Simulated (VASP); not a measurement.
Wanted: the native input for a VASP 6.6.1 run.

```yaml
Task: single point
Functional: PBE
Dispersion: D3(BJ)
Potentials_or_basis: VASP PAW PBE potentials, release 64 (Ag)
Cutoff: 520 eV
k_mesh: 11 × 11 × 11
Occupations: fermi-dirac, width 0.05 eV
Spin: no spin polarisation
Dipole_correction: no
Further_INCAR_settings: ALGO = Normal; EDIFF = 1e-07; NBANDS = 12
```

The structure of Ag lies in POSCAR:

```
Ag
1.0
    0.0000000000      2.0347375525      2.0347375525
    2.0347375525      0.0000000000      2.0347375525
    2.0347375525      2.0347375525      0.0000000000
Ag
1
Direct
    0.0000000000      0.0000000000      0.0000000000
```

These files were run (other wordings do the same):

INCAR

```
PREC = Accurate
ENCUT = 520
EDIFF = 1E-7
ISMEAR = -1
SIGMA = 0.05
LREAL = F
LASPH = T
NELM = 60
ALGO = Normal
ISIF = 2
LWAVE = F
LCHARG = T
GGA = PE
IVDW = 12
LELF = T
LVHAR = T
NBANDS = 12
```

KPOINTS

```
regular mesh
0
Gamma
  11 11 11
```

Potentials or basis: VASP PAW PBE potentials, release 64 (Ag).

Run with:

```sh
$ cat potpaw_PBE.64/Ag/POTCAR > POTCAR
$ mpirun -np 1 vasp_std > vasp.out
```

Results of the run:

```json
{"Pressure": "-0.2 GPa", "Dispersion energy per atom": "-0.596 eV"}
```

Caveat: pairwise dispersion overbinds metals, which lowers pressure and volume.

It took 6.5 s on 1 thread of Intel(R) Xeon(R) Platinum 8488C (Sapphire Rapids) (shared host), peak memory 0.15 GiB.
